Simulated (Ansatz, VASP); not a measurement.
## TaRu5: VASP beside Ansatz

Contents of INCAR:

```
  PREC = Accurate
  ENCUT = 520
  EDIFF = 1E-6
  ISMEAR = 0
  SIGMA = 0.1
  LREAL = False
  LASPH = True
  NELM = 150
  ALGO = Fast
  ISIF = 2
  LWAVE = False
  LCHARG = False
  ISPIN = 2
  MAGMOM = 0 1 1 1 1 1
  LORBIT = 11
  LMAXMIX = 4
  GGA = PE
  NBANDS = 54
```

The input KPOINTS:

```
regular mesh
0
Gamma
  6 6 4
```

File POSCAR:

```
TaRu5
1.0
    4.7929478838      0.0000000000      0.0000000000
   -2.3964739419      4.1508146264      0.0000000000
    0.0000000000      0.0000000000      4.3638374033
Ta Ru
1 5
Direct
    0.0000000000      0.0000000000      0.5000000000
    0.0000000000      0.6539937851      0.0000000000
    0.6539937851      0.0000000000      0.0000000000
    0.3460062149      0.3460062149      0.0000000000
    0.3333333333      0.6666666667      0.5000000000
    0.6666666667      0.3333333333      0.5000000000
```

Input for Ansatz:

```yaml
crystal:
  lattice:
    - [4.7929478838, 0.0, 0.0]
    - [-2.3964739419, 4.1508146264, 0.0]
    - [0.0, 0.0, 4.3638374033]
  atoms:
    - { symbol: Ta, position: [0.0, 0.0, 0.5] }
    - { symbol: Ru, position: [0.0, 0.6539937851, 0.0], spin: 1.0 }
    - { symbol: Ru, position: [0.6539937851, 0.0, 0.0], spin: 1.0 }
    - { symbol: Ru, position: [0.3460062149, 0.3460062149, 0.0], spin: 1.0 }
    - { symbol: Ru, position: [0.3333333333, 0.6666666667, 0.5], spin: 1.0 }
    - { symbol: Ru, position: [0.6666666667, 0.3333333333, 0.5], spin: 1.0 }
basis:
  ecutwfc: 420
kpoints:
  mp_grid: { grid: [6, 6, 4] }
hamiltonian:
  xc: pbe
scf:
  occupations: { method: gaussian, width: 0.1 }
  lower_state_search: "off"
output:
  forces: true
  stress: true
  eigenvalues: true
  populations: true
magnetization:
  spin_polarized: true
```

Alike in both runs: task single point; functional PBE; k mesh 6 × 6 × 4; occupations gaussian, width 0.1 eV; collinear spin.

|  | VASP | Ansatz |
| --- | --- | --- |
| version | VASP 6.6.1 | Ansatz 0.2.0 |
| potentials or method | VASP PAW PBE potentials, release 64 (Ta_pv, Ru_pv), cutoff 520 eV | scalar-relativistic, plane waves, PAW |
| valence electrons in the cell | 81 | 93 |

|  | VASP | Ansatz | Ansatz less VASP |
| --- | --- | --- | --- |
| gap on the k mesh at the Fermi level (eV) | none | none | - |
| pressure (GPa) | 0.0 | -0.1 | -0.02 |
| traceless stress, the component that is largest in VASP (GPa) | -0.08 | -0.08 | 0.000 |
| rms of the force components (eV/Å) | 0.008 | 0.005 | -0.0030 |
| net moment per atom (μB) | 0.00 | 0.00 | 0.000 |

Atom by atom the forces differ by 0.003 eV/Å (rms over components). A gap of «none» marks a metal or a gap that the smearing closes. VASP's potentials hold 81 valence electrons a cell and Ansatz's 93, so a difference there can come from the potentials and not from the codes. Ansatz's warnings: seeded moment not kept.

Spin-orbit coupling is off throughout.
